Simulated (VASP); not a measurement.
# ZnS (P6_3/mmc) in VASP: further runs, part 3 of 3

VASP 6.6.1. Earlier steps stand in the parts before.

### Step 6. Single point, PBE

INCAR reads:

```
PREC = Accurate ; ENCUT = 520
EDIFF = 1E-6 ; ISMEAR = 0
SIGMA = 0.01 ; LREAL = False
LASPH = True ; NELM = 100
ALGO = Normal ; ISIF = 2
LWAVE = False ; LCHARG = False
GGA = PE ; NBANDS = 26
```

KPOINTS reads:

```
Automatic mesh
0
Gamma
  12 12 4
```

POSCAR reads:

```
ZnS
1.0
    3.5895904813      0.0000000000      0.0000000000
   -1.7947952406      3.1086765460      0.0000000000
    0.0000000000      0.0000000000      5.8799973210
Zn S
2 2
Direct
    0.0000000000      0.0000000000      0.0000000000
    0.0000000000      0.0000000000      0.5000000000
    0.3333333333      0.6666666667      0.2500000000
    0.6666666667      0.3333333333      0.7500000000
```

Potentials or basis: VASP PAW PBE potentials, release 64 (Zn, S).

Command:

```console
$ cat potpaw_PBE.64/Zn/POTCAR potpaw_PBE.64/S/POTCAR > POTCAR
$ mpirun -np 1 vasp_std > vasp.out
```

OUTCAR:

```text
PREC = Accurate
   ENCUT = 520
   EDIFF = 1E-6
   ISMEAR = 0
   LREAL = False
   LASPH = True
   NELM = 100
   ISIF = 2
   GGA = PE

 ion  position               nearest neighbor table
   1  0.000  0.000  0.000-   3 2.54   4 2.54   3 2.54   4 2.54   4 2.54   3 2.54   2 2.94   2 2.94

   2  0.000  0.000  0.500-   3 2.54   4 2.54   3 2.54   4 2.54   4 2.54   3 2.54   1 2.94   1 2.94

   3  0.333  0.667  0.250-   1 2.54   2 2.54   1 2.54   2 2.54   1 2.54   2 2.54
   4  0.667  0.333  0.750-   1 2.54   2 2.54   1 2.54   2 2.54   1 2.54   2 2.54

  LATTYP: Found a hexagonal cell.
 ALAT       =     3.5895904813
 C/A-ratio  =     1.6380691200

  Lattice vectors:

 A1 = (   3.5895904813,   0.0000000000,   0.0000000000)
 A2 = (  -1.7947952406,   3.1086765460,   0.0000000000)
 A3 = (   0.0000000000,   0.0000000000,   5.8799973210)

Analysis of symmetry for initial positions (statically):
=====================================================================
 Subroutine PRICEL returns:
 Original cell was already a primitive cell.

 Routine SETGRP: Setting up the symmetry group for a
 hexagonal supercell.

 Subroutine GETGRP returns: Found 24 space group operations
 (whereof 12 operations were pure point group operations)
 out of a pool of 24 trial point group operations.

The static configuration has the point symmetry D_3d.
 The point group associated with its full space group is D_6h.

Analysis of symmetry for dynamics (positions and initial velocities):
=====================================================================
 Subroutine PRICEL returns:
 Original cell was already a primitive cell.

 Routine SETGRP: Setting up the symmetry group for a
 hexagonal supercell.

 Subroutine GETGRP returns: Found 24 space group operations
 (whereof 12 operations were pure point group operations)
 out of a pool of 24 trial point group operations.

The dynamic configuration has the point symmetry D_3d.
 The point group associated with its full space group is D_6h.

 Subroutine INISYM returns: Found 24 space group operations
 (whereof 12 operations are pure point group operations),
 and found     1 'primitive' translations

----------------------------------------------------------------------------------------

                                     Primitive cell

  volume of cell :      65.6142

  direct lattice vectors                    reciprocal lattice vectors
     3.589590481  0.000000000  0.000000000     0.278583311  0.160840149  0.000000000
    -1.794795241  3.108676546  0.000000000     0.000000000  0.321680299  0.000000000
     0.000000000  0.000000000  5.879997321     0.000000000  0.000000000  0.170068105

  length of vectors
     3.589590481  3.589590481  5.879997321     0.321680299  0.321680299  0.170068105

  position of ions in fractional coordinates (direct lattice)
     0.000000000  0.000000000  0.000000000
     0.000000000  0.000000000  0.500000000
     0.333333333  0.666666667  0.250000000
     0.666666667  0.333333333  0.750000000

  ion indices of the primitive-cell ions
   primitive index   ion index
                 1           1
                 2           2
                 3           3
                 4           4

----------------------------------------------------------------------------------------

 KPOINTS: Automatic mesh

Automatic generation of k-mesh.
 Grid dimensions read from file:
 generate k-points for:   12   12    4

 Generating k-lattice:

  Cartesian coordinates                     Fractional coordinates (reciprocal lattice)
     0.023215276  0.013403346  0.000000000     0.083333333  0.000000000  0.000000000
     0.000000000  0.026806692  0.000000000     0.000000000  0.083333333  0.000000000
     0.000000000  0.000000000  0.042517026     0.000000000  0.000000000  0.250000000

  Length of vectors
     0.026806692  0.026806692  0.042517026

  Shift w.r.t. Gamma in fractional coordinates (k-lattice)
     0.000000000  0.000000000  0.000000000

 Subroutine IBZKPT returns following result:
 ===========================================

 Found     57 irreducible k-points:

 Following reciprocal coordinates:
            Coordinates               Weight
  0.000000  0.000000  0.000000      1.000000
  0.083333 -0.000000  0.000000      6.000000
  0.166667  0.000000  0.000000      6.000000
  0.250000  0.000000  0.000000      6.000000
  0.333333  0.000000  0.000000      6.000000
  0.416667 -0.000000  0.000000      6.000000
[... 16 lines left out ...]
  0.250000  0.000000  0.250000     12.000000
  0.333333  0.000000  0.250000     12.000000
 [... further k-points ...]
   k-points           NKPTS =     57   k-points in BZ     NKDIM =     57   number of bands    NBANDS=     26
   number of dos      NEDOS =    301   number of ions     NIONS =      4
   total plane-waves  NPLWV =  37632
   dimension x,y,z NGX =    28 NGY =   28 NGZ =   48
   dimension x,y,z NGXF=    56 NGYF=   56 NGZF=   96
   ions per type =               2   2
   NGX,Y,Z   is equivalent  to a cutoff of  12.97, 12.97, 13.57 a.u.
   NGXF,Y,Z  is equivalent  to a cutoff of  25.94, 25.94, 27.14 a.u.
 SYSTEM =  unknown system
   PREC   = accura    normal or accurate (medium, high low for compatibility)
   ISTART =      0    job   : 0-new  1-cont  2-samecut
   ICHARG =      2    charge: 1-file 2-atom 10-const
   ISPIN  =      1    spin polarized calculation?
   LNONCOLLINEAR =      F non collinear calculations
   LSORBIT =      F    spin-orbit coupling
   LASPH  =      T    aspherical Exc in radial PAW
   ENCUT  =  520.0 eV  38.22 Ry    6.18 a.u.   6.67  6.67 10.93*2*pi/ulx,y,z
   NELM   =    100;   NELMIN=  2; NELMDL= -5     # of ELM steps
   EDIFF  = 0.1E-05   stopping-criterion for ELM
   LREAL  =      F    real-space projection
   EDIFFG = 0.1E-04   stopping-criterion for IOM
   NSW    =      0    number of steps for IOM
   IBRION =     -1    ionic relax: 0-MD 1-quasi-New 2-CG
   NFREE  =      0    steps in history (QN), initial steepest desc. (CG)
   ISIF   =      2    stress and relaxation
   ISYM   =      2    0-nonsym 1-usesym 2-fastsym
   POTIM  = 0.5000    time-step for ionic-motion
   TEBEG  =    0.0;   TEEND  =   0.0 temperature during run
   PSTRESS=    0.0 pullay stress
   NELECT =      36.0000    total number of electrons
   NUPDOWN=      -1.0000    fix difference up-down
   EMIN   =  10.00;   EMAX   =-10.00  energy-range for DOS
   EFERMI =   0.00;   METHOD = LEGACY
   ISMEAR =     0;   SIGMA  =   0.01  broadening in eV -4-tet -1-fermi 0-gaus
   EFERMI_NEDOS =   21; number of points for ismear=-14 and -15
   IALGO  =     38    algorithm
   IMIX   =      4    mixing-type and parameters
     AMIX     =   0.40;   BMIX     =  1.00
     AMIX_MAG =   1.60;   BMIX_MAG =  1.00
  volume/ion in A,a.u.               =      16.40       110.70
  Fermi-wavevector in a.u.,A,eV,Ry     =   1.340221  2.532651 24.438687  1.796193
  Thomas-Fermi vector in A             =   2.468551
   LORBIT       =      0    0 simple, 1 ext, 2 COOP (PROOUT), +10 PAW based schemes
   GGA     = PE    functional components
   LHFCALC =     F    Hartree Fock is set to
   AEXX    =    0.0000 exact exchange contribution
   IVDW    =     0    specifies the selected vdW correction
   LEPSILON=     F    determine dielectric tensor
   LRPA    =     F    only Hartree local field effects (RPA)
 non-spin polarized calculation
 Gauss-broadening in eV      SIGMA  =   0.01
  energy-cutoff  :      520.00
  volume of cell :       65.61
 maximum number of plane-waves:      1786
 NGX is ok and might be reduce to    28
   NGX = 13   NGY = 13   NGZ = 21

 number of electron      36.0000027 magnetization

 Free energy of the ion-electron system (eV)
  ---------------------------------------------------
  ext. energy  EPLUGINS =         0.00000000
  ---------------------------------------------------
  free energy    TOTEN  =       -12.33541468 eV

  energy without entropy =      -12.33541468  energy(sigma->0) =      -12.33541468

 E-fermi :   4.0667     XC(G=0): -10.8250

 val. band max:        3.9563649076   @ k =   0.1667   0.0000   0.0000
 cond. band min:       4.3268717160   @ k =   0.3333   0.3333   0.0000
 fundamental gap:      0.3705068084
 Fermi energy:         4.0667180172

 k-point     1 :       0.0000    0.0000    0.0000
  band No.  band energies     occupation
      1      -9.9506      2.00000
      2      -8.2701      2.00000
      3      -3.2354      2.00000
      4      -2.7591      2.00000
      5      -2.7591      2.00000
      6      -2.6688      2.00000
[... 18 lines left out ...]
     25      12.8217      0.00000
     26      12.8217      0.00000
[... 644 lines left out ...]
      4      -2.6974      2.00000
      5      -2.6934      2.00000
      6      -2.5827      2.00000
[... 18 lines left out ...]
     25      13.3685      0.00000
     26      13.6185      0.00000

 [... further k-points ...]
[... 5 lines left out ...]
  --------------------------------------------------------------------------------------
  -------------------------------------------------------------------------------------
  Total        1.0476665      1.0476665      0.9349616      0.0000000      0.0000000      0.0000000
  in kB       25.5820922     25.5820922     22.8300467      0.0000000      0.0000000      0.0000000
  external PRESSURE =      24.6647437 kB  Pullay stress =       0.0000000 kB

 VOLUME and BASIS-vectors are now :
 -----------------------------------------------------------------------------
  energy-cutoff  :      520.00
  volume of cell :       65.61
      direct lattice vectors                 reciprocal lattice vectors
     3.589590481  0.000000000  0.000000000     0.278583311  0.160840149  0.000000000
    -1.794795241  3.108676546  0.000000000     0.000000000  0.321680299  0.000000000
     0.000000000  0.000000000  5.879997321     0.000000000  0.000000000  0.170068105

 POSITION                                       TOTAL-FORCE (eV/Angst)
 -----------------------------------------------------------------------------------
      0.00000      0.00000      0.00000        -0.000000      0.000000     -0.000000
      0.00000      0.00000      2.94000        -0.000000      0.000000     -0.000000
     -0.00000      2.07245      1.47000         0.000000      0.000000      0.000000
      1.79480      1.03623      4.41000         0.000000     -0.000000     -0.000000
 -----------------------------------------------------------------------------------
    total drift:                               -0.000000     -0.000000      0.000000

  FREE ENERGIE OF THE ION-ELECTRON SYSTEM (eV)
  ---------------------------------------------------
  free  energy   TOTEN  =       -12.3354146782 eV

  energy  without entropy=      -12.3354146782  energy(sigma->0) =      -12.33541468
```

OSZICAR:

```text
N       E                     dE             d eps       ncg     rms          rms(c)
DAV:   1     0.243066997155E+03    0.24307E+03   -0.17576E+04  2964   0.177E+03
DAV:   2     0.108403338185E+02   -0.23223E+03   -0.22239E+03  3022   0.361E+02
DAV:   3    -0.126788007436E+02   -0.23519E+02   -0.23158E+02  3502   0.111E+02
DAV:   4    -0.132709542638E+02   -0.59215E+00   -0.59048E+00  3434   0.170E+01
DAV:   5    -0.132791102651E+02   -0.81560E-02   -0.81529E-02  3510   0.210E+00    0.105E+01
DAV:   6    -0.123665244244E+02    0.91259E+00   -0.17176E+00  4300   0.355E+01    0.805E+00
DAV:   7    -0.123429660149E+02    0.23558E-01   -0.10372E+00  3272   0.638E+00    0.345E+00
DAV:   8    -0.123359204373E+02    0.70456E-02   -0.33289E-02  3602   0.189E+00    0.807E-01
DAV:   9    -0.123353096043E+02    0.61083E-03   -0.70654E-03  3884   0.153E+00    0.162E-01
DAV:  10    -0.123353653900E+02   -0.55786E-04   -0.60382E-04  3880   0.352E-01    0.548E-02
DAV:  11    -0.123354141568E+02   -0.48767E-04   -0.11720E-04  3142   0.869E-02    0.140E-02
DAV:  12    -0.123354146782E+02   -0.52137E-06   -0.63136E-06  4152   0.326E-02
   1 F= -.12335415E+02 E0= -.12335415E+02  d E =-.761381E-57
```

It took 2.5 min on 1 thread of Intel Xeon 8259CL, shared host; peak memory 0.22 GiB.

What came out:

- Free energy: -12.3354 eV
- Pressure: 2.5 GPa
- Band gap on the k mesh: 0.37 eV, indirect (least direct gap 1.68 eV)

Stress tensor (GPa, compression positive):
```
2.56 0.00 0.00
0.00 2.56 0.00
0.00 0.00 2.28
```

### Step 7. The runs side by side

| level | potentials or basis | k mesh | gap on the mesh (eV) | pressure (GPa) |
| --- | --- | --- | --- | --- |
| PBE | VASP PAW PBE potentials, release 64 (Zn, S) | 12 × 12 × 4 | 0.37 | 2.5 |
| r2SCAN | VASP PAW PBE potentials, release 64 (Zn, S) | 12 × 12 × 4 | 0.82 | 0.2 |
| LDA | VASP PAW LDA potentials, release 64 (Zn, S) | 12 × 12 × 4 | 0.15 | -5.0 |
| r2SCAN | VASP PAW PBE potentials, release 64 (Zn, S) | 6 × 6 × 2 | 0.81 | 0.2 |

Alike in all rows: task single point; no spin polarisation; cell as given; cutoff (eV) 520; smearing gaussian 0.01 eV.

Caveats: some runs use coarse meshes; the PAW data sets were made with another functional, which shifts forces and pressure a little (some runs).

Total energies depend on the potentials used, so only differences within one code and one set of settings carry meaning.
